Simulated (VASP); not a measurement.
# Li (C2) in VASP: single point with PBEsol

Aim: the single point of Li with PBEsol.

Everything below comes from runs of VASP 6.6.1. Logs are shortened: lines on timing, memory, paths and dates and some standing lists are left out, and cuts for length are marked.

## 1. The cell of the first run

It takes space group C2 (No. 5, monoclinic). The conventional cell has a = 5.252 Å, b = 3.222 Å, c = 7.076 Å, α = 90.00°, β = 99.75°, γ = 90.00°. Within 3.8 Å of Li (site symmetry 2) lie 12 Li at 2.89 to 3.22 Å. Within 3.6 Å of Li (site symmetry 1) lie 12 Li at 2.74 to 3.22 Å.

## 2. Single point, PBEsol (strained and its atoms moved)

INCAR reads:

```
SYSTEM = Li
PREC = Accurate ; ENCUT = 520
EDIFF = 1E-6 ; ISMEAR = 0
SIGMA = 0.1 ; LREAL = .False.
LASPH = .True. ; NELM = 100
ALGO = Normal ; ISIF = 2
LWAVE = .False. ; LCHARG = .False.
GGA = PS ; NBANDS = 12
```

KPOINTS reads:

```
Automatic mesh
0
Gamma
  14 14 14
  0 0 0
```

POSCAR reads:

```
Li
1.0
    1.6111699902      1.1593005798      7.0238443161
   -1.6111699902      1.1593005798      7.0238443161
    0.0000000000     -1.4646897607      6.9231095987
Li
3
Direct
    0.0027912539     -0.0027912539      0.0000000000
    0.2133059186      0.2160971725      0.2205463881
    0.7839028275      0.7866940814      0.7794536119
```

Potentials or basis: VASP PAW PBE potentials, release 64 (Li_sv).

Command:

```
$ cat potpaw_PBE.64/Li_sv/POTCAR > POTCAR
$ mpirun -np 1 vasp_std > vasp.out
```

OUTCAR:

```text
SYSTEM = Li
   PREC = Accurate
   ENCUT = 520
   EDIFF = 1E-6
   ISMEAR = 0
   LREAL = .False.
   LASPH = .True.
   NELM = 100
   ISIF = 2
   GGA = PS

 ion  position               nearest neighbor table
   1  0.003  0.997  0.000-
   2  0.213  0.216  0.221-
   3  0.784  0.787  0.779-

  LATTYP: Found a base centered monoclinic cell.
 ALAT       =     5.2518464526
 B/A-ratio  =     0.6135632505
 C/A-ratio  =     1.3474027499
 COS(beta)  =    -0.1693004739

  Lattice vectors:

 A1 = (   1.6111699902,   2.6239903405,   0.1007347174)
 A2 = (  -1.6111699902,   2.6239903405,   0.1007347174)
 A3 = (   0.0000000000,  -1.4646897607,   6.9231095987)

Analysis of symmetry for initial positions (statically):
=====================================================================
 Subroutine PRICEL returns:
 Original cell was already a primitive cell.

 Routine SETGRP: Setting up the symmetry group for a
 base centered monoclinic supercell.

 Subroutine GETGRP returns: Found  2 space group operations
 (whereof  2 operations were pure point group operations)
 out of a pool of  4 trial point group operations.

The static configuration has the point symmetry C_2 .

Analysis of symmetry for dynamics (positions and initial velocities):
=====================================================================
 Subroutine PRICEL returns:
 Original cell was already a primitive cell.

 Routine SETGRP: Setting up the symmetry group for a
 base centered monoclinic supercell.

 Subroutine GETGRP returns: Found  2 space group operations
 (whereof  2 operations were pure point group operations)
 out of a pool of  4 trial point group operations.

The dynamic configuration has the point symmetry C_2 .

 Subroutine INISYM returns: Found  2 space group operations
 (whereof  2 operations are pure point group operations),
 and found     1 'primitive' translations

----------------------------------------------------------------------------------------

                                     Primitive cell

  volume of cell :      59.0130

  direct lattice vectors                    reciprocal lattice vectors
     1.611169990  1.159300580  7.023844316     0.310333486  0.189014313  0.039988870
    -1.611169990  1.159300580  7.023844316    -0.310333486  0.189014313  0.039988870
     0.000000000 -1.464689761  6.923109599     0.000000000 -0.383529133  0.063302307

  length of vectors
     7.298920163  7.298920163  7.076352352     0.365557647  0.365557647  0.388718121

  position of ions in fractional coordinates (direct lattice)
     0.002791254  0.997208746  0.000000000
     0.213305919  0.216097172  0.220546388
     0.783902828  0.786694081  0.779453612

  ion indices of the primitive-cell ions
   primitive index   ion index
                 1           1
                 2           2
                 3           3

----------------------------------------------------------------------------------------

 KPOINTS: Automatic mesh

Automatic generation of k-mesh.
 Grid dimensions read from file:
 generate k-points for:   14   14   14

 Generating k-lattice:

  Cartesian coordinates                     Fractional coordinates (reciprocal lattice)
     0.022166678  0.013501022  0.002856348     0.071428571 -0.000000000  0.000000000
    -0.022166678  0.013501022  0.002856348    -0.000000000  0.071428571  0.000000000
     0.000000000 -0.027394938  0.004521593    -0.000000000 -0.000000000  0.071428571

  Length of vectors
     0.026111260  0.026111260  0.027765580

  Shift w.r.t. Gamma in fractional coordinates (k-lattice)
     0.000000000  0.000000000  0.000000000

 Subroutine IBZKPT returns following result:
 ===========================================

 Found    744 irreducible k-points:

 Following reciprocal coordinates:
            Coordinates               Weight
  0.000000  0.000000  0.000000      1.000000
  0.071429 -0.000000 -0.000000      4.000000
  0.142857 -0.000000 -0.000000      4.000000
  0.214286 -0.000000  0.000000      4.000000
  0.285714 -0.000000 -0.000000      4.000000
  0.357143 -0.000000  0.000000      4.000000
[... 16 lines left out ...]
  0.214286  0.142857  0.000000      4.000000
  0.285714  0.142857  0.000000      4.000000
 [... further k-points ...]
   k-points           NKPTS =    744   k-points in BZ     NKDIM =    744   number of bands    NBANDS=     12
   number of dos      NEDOS =    301   number of ions     NIONS =      3
   total plane-waves  NPLWV = 157464
   dimension x,y,z NGX =    54 NGY =   54 NGZ =   54
   dimension x,y,z NGXF=   108 NGYF=  108 NGZF=  108
   ions per type =               3
   NGX,Y,Z   is equivalent  to a cutoff of  12.30, 12.30, 12.69 a.u.
   NGXF,Y,Z  is equivalent  to a cutoff of  24.60, 24.60, 25.37 a.u.
 SYSTEM =  Li
   PREC   = accura    normal or accurate (medium, high low for compatibility)
   ISTART =      0    job   : 0-new  1-cont  2-samecut
   ICHARG =      2    charge: 1-file 2-atom 10-const
   ISPIN  =      1    spin polarized calculation?
   LNONCOLLINEAR =      F non collinear calculations
   LSORBIT =      F    spin-orbit coupling
   LASPH  =      T    aspherical Exc in radial PAW
   ENCUT  =  520.0 eV  38.22 Ry    6.18 a.u.  13.57 13.57 13.16*2*pi/ulx,y,z
   NELM   =    100;   NELMIN=  2; NELMDL= -5     # of ELM steps
   EDIFF  = 0.1E-05   stopping-criterion for ELM
   LREAL  =      F    real-space projection
   EDIFFG = 0.1E-04   stopping-criterion for IOM
   NSW    =      0    number of steps for IOM
   IBRION =     -1    ionic relax: 0-MD 1-quasi-New 2-CG
   NFREE  =      0    steps in history (QN), initial steepest desc. (CG)
   ISIF   =      2    stress and relaxation
   ISYM   =      2    0-nonsym 1-usesym 2-fastsym
   POTIM  = 0.5000    time-step for ionic-motion
   TEBEG  =    0.0;   TEEND  =   0.0 temperature during run
   PSTRESS=    0.0 pullay stress
   NELECT =       9.0000    total number of electrons
   NUPDOWN=      -1.0000    fix difference up-down
   EMIN   =  10.00;   EMAX   =-10.00  energy-range for DOS
   EFERMI =   0.00;   METHOD = LEGACY
   ISMEAR =     0;   SIGMA  =   0.10  broadening in eV -4-tet -1-fermi 0-gaus
   EFERMI_NEDOS =   21; number of points for ismear=-14 and -15
   IALGO  =     38    algorithm
   IMIX   =      4    mixing-type and parameters
     AMIX     =   0.40;   BMIX     =  1.00
     AMIX_MAG =   1.60;   BMIX_MAG =  1.00
  volume/ion in A,a.u.               =      19.67       132.75
  Fermi-wavevector in a.u.,A,eV,Ry     =   0.874661  1.652869 10.408888  0.765032
  Thomas-Fermi vector in A             =   1.994223
   LORBIT       =      0    0 simple, 1 ext, 2 COOP (PROOUT), +10 PAW based schemes
   GGA     = PS    functional components
   LHFCALC =     F    Hartree Fock is set to
   AEXX    =    0.0000 exact exchange contribution
   IVDW    =     0    specifies the selected vdW correction
   LEPSILON=     F    determine dielectric tensor
   LRPA    =     F    only Hartree local field effects (RPA)
 non-spin polarized calculation
 Gauss-broadening in eV      SIGMA  =   0.10
  energy-cutoff  :      520.00
  volume of cell :       59.01
 maximum number of plane-waves:      1609
   NGX = 27   NGY = 27   NGZ = 27

 number of electron       8.9999998 magnetization

 Free energy of the ion-electron system (eV)
  ---------------------------------------------------
  ext. energy  EPLUGINS =         0.00000000
  ---------------------------------------------------
  free energy    TOTEN  =        -5.83140002 eV

  energy without entropy =       -5.82467875  energy(sigma->0) =       -5.82803939

 E-fermi :   0.7078     XC(G=0):  -7.0872

 val. band max:        0.7059721144   @ k =  -0.3571   0.1429   0.3571
 cond. band min:       0.7083216418   @ k =  -0.2143   0.3571   0.2143
 fundamental gap:      0.0023495274
 Fermi energy:         0.7078324215

 k-point     1 :       0.0000    0.0000    0.0000
  band No.  band energies     occupation
      1     -45.2895      2.00000
      2     -45.1278      2.00000
      3     -45.0993      2.00000
      4      -2.8773      2.00000
      5      -0.6413      2.00000
      6      -0.5840      2.00000
      7       7.4395      0.00000
      8       8.0100      0.00000
      9      12.0452      0.00000
     10      12.8473      0.00000
     11      12.9857      0.00000
     12      13.2534      0.00000

 k-point     2 :       0.0714   -0.0000   -0.0000
  band No.  band energies     occupation
      1     -45.2890      2.00000
      2     -45.1271      2.00000
      3     -45.0992      2.00000
      4      -2.8024      2.00000
      5      -0.6114      2.00000
      6      -0.4553      2.00000
      7       7.4281      0.00000
      8       8.0474      0.00000
      9      11.2935      0.00000
     10      12.1196      0.00000
     11      12.6349      0.00000
     12      12.8610      0.00000

 k-point     3 :       0.1429   -0.0000   -0.0000
  band No.  band energies     occupation
      1     -45.2877      2.00000
      2     -45.1248      2.00000
      3     -45.0989      2.00000
      4      -2.5774      2.00000
      5      -0.4470      2.00000
      6      -0.1467      2.00000
      7       7.3286      0.00000
      8       8.0799      0.00000
      9       9.9112      0.00000
     10      11.2230      0.00000
     11      11.3947      0.00000
     12      12.1478      0.00000

 k-point     4 :       0.2143   -0.0000    0.0000
  band No.  band energies     occupation
      1     -45.2858      2.00000
      2     -45.1214      2.00000
      3     -45.0986      2.00000
      4      -2.2023      2.00000
      5      -0.1360      2.00000
      6       0.3180      2.00000
      7       6.7081      0.00000
      8       7.8951      0.00000
      9       9.1783      0.00000
     10       9.7605      0.00000
     11      10.6651      0.00000
     12      11.3463      0.00000

 k-point     5 :       0.2857   -0.0000   -0.0000
  band No.  band energies     occupation
      1     -45.2837      2.00000
      2     -45.1173      2.00000
      3     -45.0985      2.00000
      4      -1.6783      2.00000
      5       0.3088      2.00000
      6       0.9154      0.00333
      7       5.4462      0.00000
      8       7.2525      0.00000
      9       8.6896      0.00000
     10       8.9613      0.00000
     11       9.9875      0.00000
     12      10.5617      0.00000
[... 228 lines left out ...]
      1     -45.2883      2.00000
      2     -45.1256      2.00000
      3     -45.0991      2.00000
      4      -2.6610      2.00000
      5      -0.4068      2.00000
      6      -0.3619      2.00000
      7       7.5484      0.00000
      8       7.9188      0.00000
      9      10.4955      0.00000
     10      10.8903      0.00000
     11      11.6416      0.00000
     12      12.2415      0.00000

 k-point    22 :       0.1429    0.1429   -0.0000
  band No.  band energies     occupation
      1     -45.2873      2.00000
      2     -45.1246      2.00000
      3     -45.0982      2.00000
      4      -2.5422      2.00000
      5      -0.5567      2.00000
      6       0.0367      2.00000
      7       7.1281      0.00000
      8       8.5619      0.00000
      9      10.2556      0.00000
     10      11.1242      0.00000
     11      11.5985      0.00000
     12      12.1028      0.00000

 k-point    23 :       0.2143    0.1429    0.0000
  band No.  band energies     occupation
      1     -45.2859      2.00000
      2     -45.1224      2.00000
      3     -45.0977      2.00000
      4      -2.2991      2.00000
      5      -0.3807      2.00000
      6       0.3664      2.00000
      7       6.9910      0.00000
      8       8.5996      0.00000
      9       9.3669      0.00000
     10      10.2568      0.00000
     11      10.7089      0.00000
     12      11.4127      0.00000

 k-point    24 :       0.2857    0.1429    0.0000
  band No.  band energies     occupation
      1     -45.2841      2.00000
      2     -45.1192      2.00000
      3     -45.0974      2.00000
      4      -1.9055      2.00000
      5      -0.0572      2.00000
      6       0.8487      0.04630
      7       6.5776      0.00000
      8       7.7846      0.00000
      9       8.9291      0.00000
     10       9.1291      0.00000
     11       9.7776      0.00000
     12      10.6301      0.00000

 [... further k-points ...]

------------------------ aborting loop because EDIFF is reached ----------------------------------------

  FORCE on cell =-STRESS in cart. coord.  units (eV):
  Direction    XX          YY          ZZ          XY          YZ          ZX
  --------------------------------------------------------------------------------------
  -------------------------------------------------------------------------------------
  Total       -0.3066539      0.1150207      0.6612785      0.0000000     -0.2427059      0.0000000
  in kB       -8.3255158      3.1227613     17.9534158      0.0000000     -6.5893579      0.0000000
  external PRESSURE =       4.2502204 kB  Pullay stress =       0.0000000 kB

 VOLUME and BASIS-vectors are now :
 -----------------------------------------------------------------------------
  energy-cutoff  :      520.00
  volume of cell :       59.01
      direct lattice vectors                 reciprocal lattice vectors
     1.611169990  1.159300580  7.023844316     0.310333486  0.189014313  0.039988870
    -1.611169990  1.159300580  7.023844316    -0.310333486  0.189014313  0.039988870
     0.000000000 -1.464689761  6.923109599     0.000000000 -0.383529133  0.063302307

 POSITION                                       TOTAL-FORCE (eV/Angst)
 -----------------------------------------------------------------------------------
     -1.60218      1.15930      7.02384        -0.001701      0.000000     -0.000000
     -0.00450      0.17478      4.54293         0.000850      0.036941      0.307565
     -0.00450      0.67914     16.42787         0.000850     -0.036941     -0.307565
 -----------------------------------------------------------------------------------
    total drift:                                0.000016     -0.000000     -0.000000

  FREE ENERGIE OF THE ION-ELECTRON SYSTEM (eV)
  ---------------------------------------------------
  free  energy   TOTEN  =        -5.8314000180 eV

  energy  without entropy=       -5.8246787530  energy(sigma->0) =       -5.82803939
```

Run time: 33 min. Hardware: 1 thread of Intel Xeon 6975P-C (Granite Rapids), shared host; peak memory 0.65 GiB.

Results:

```
Free energy            : -5.8314 eV
Largest force          : 0.310 eV/Å
Band gap on the k mesh : zero (an odd number of electrons rules out a gap without spin polarisation)
```

Forces in eV/Å, atoms in the order of the input:
```
Li  -0.002  0.000  0.000
Li   0.001  0.037  0.308
Li   0.001 -0.037 -0.308
```

Levels at points of the mesh, in eV from the Fermi level:
```
           k point  band 1  band 2  band 3  band 4  band 5  band 6  band 7  band 8  band 9  band 10
(0.00, 0.00, 0.00)  -46.00  -45.84  -45.81   -3.59   -1.35   -1.29    6.73    7.30   11.34    12.14
(0.50, 0.00, 0.00)  -45.99  -45.82  -45.81   -0.40    0.53    1.05    3.52    4.00    4.23     8.64
(0.50, 0.50, 0.00)  -45.99  -45.82  -45.80    0.08    0.64    1.29    3.82    4.67    5.41     6.91
(0.00, 0.00, 0.50)  -45.99  -45.82  -45.80    0.02    0.86    1.12    3.74    4.77    5.43     7.44
(0.50, 0.00, 0.50)  -45.99  -45.82  -45.81   -0.04    0.09    0.96    2.80    4.84    5.89     7.02
(0.50, 0.50, 0.50)  -46.00  -45.84  -45.81   -3.06   -2.97    0.57    3.74   11.30   11.79    12.16
```

Caveat: the cell differs from its parent crystal (strained and its atoms moved); the cutoff is under 1.25 times the usual one of these potentials, so pressure, stress and relaxed cells hold a basis-set (Pulay) error; the PAW data sets were made with another functional, which shifts forces and pressure a little.
